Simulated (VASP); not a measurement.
A run of VASP 6.6.1 is set up as follows.

File INCAR:

```
SYSTEM = C
PREC = Accurate
ENCUT = 520
EDIFF = 1E-6
ISMEAR = -1
SIGMA = 0.05
LREAL = Auto
LASPH = .True.
NELM = 80
ALGO = Normal
ISIF = 2
LWAVE = .False.
LCHARG = .False.
GGA = PE
IVDW = 12
NBANDS = 51
```

KPOINTS

```
Automatic mesh
0
Gamma
  2 2 2
  0.5 0.5 0.5
```

POSCAR

```
C
1.0
    3.6964953839     -6.4025178148      0.0000000000
   -7.3929907677      0.0000000000      0.0000000000
    0.0000000000      0.0000000000     -8.5521218516
C
18
Direct
    0.4483001974      0.5782659203     -0.0229047251
    0.1081791601      0.5867027165     -0.0163217974
    0.7758324371      0.5789905814     -0.0085793913
    0.4443055189      0.2388933458     -0.0283832485
    0.1173241562      0.2517482113     -0.0148440355
    0.7840834099      0.2489580689     -0.0169052783
    0.4313606115      0.9072797086     -0.0265679096
    0.1007242805      0.9142224101     -0.0171910553
    0.7801929092      0.9190369231     -0.0190131762
    0.5530435217      0.4657386886     -0.0124924553
    0.2329308630      0.4784082614     -0.0250245499
    0.8917838521      0.4763256175     -0.0052833672
    0.5589032477      0.1424694428     -0.0194472206
    0.2184337538      0.1327767602     -0.0314723065
    0.8960520167      0.1383100799     -0.0100072241
    0.5594956709      0.8044994714     -0.0233049766
    0.2186089973      0.8117677051     -0.0153842523
    0.8837645070      0.7961745937     -0.0105481425
```

Potentials or basis: VASP PAW PBE potentials, release 64 (C).

The run is started by

```bash
$ cat potpaw_PBE.64/C/POTCAR > POTCAR
$ mpirun -np 1 vasp_std > vasp.out
```

(1) Predict the dispersion energy per atom.

(2) What does it give for the band gap on the k mesh?

(3) What does it give for the largest force?

Answers

(1) -0.090 eV.

(2) 2.33 eV.

(3) 5.257 eV/Å.
